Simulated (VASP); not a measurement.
Here is a VASP 6.6.1 calculation.

File POSCAR:

```
Al
1.0
    2.8573639125      0.0000000000      0.0000000000
   -1.4286819562      2.4745497361      0.0000000000
    0.0000000000      0.0000000000      4.6140505751
Al
2
Direct
    0.3333333333      0.6666666667      0.7500000000
    0.6666666667      0.3333333333      0.2500000000
```

Contents of INCAR.step1:

```
ALGO = Normal ; EDIFF = 1E-4
ENCUT = 600 ; GGA = PE
ISMEAR = 0 ; LASPH = True
LCHARG = False ; LREAL = False
LWAVE = True ; NELM = 80
PREC = Accurate ; SIGMA = 0.05
```

File INCAR.step2:

```
ALGO = Normal ; EDIFF = 1E-7
EDIFFG = -0.01 ; ENCUT = 600
IBRION = 2 ; ISIF = 4
ISMEAR = 0 ; ISTART = 1
LASPH = True ; LCHARG = False
LMIXTAU = True ; LREAL = False
LWAVE = False ; METAGGA = R2SCAN
NELM = 80 ; NSW = 60
PREC = Accurate ; SIGMA = 0.05
```

Contents of KPOINTS:

```
k-points
0
Gamma
  16 16 10
```

Potentials or basis: VASP PAW PBE potentials, release 64 (Al).

The run is started by

```console
$ cat potpaw_PBE.64/Al/POTCAR > POTCAR
$ cp INCAR.step1 INCAR
$ mpirun -np 1 vasp_std > vasp.out
$ cp INCAR.step2 INCAR
$ mpirun -np 1 vasp_std > vasp.out
```

(1) What does it give for the band gap on the k mesh?

Answers

(1) zero (bands 3 and 4 overlap by 8.13 eV).
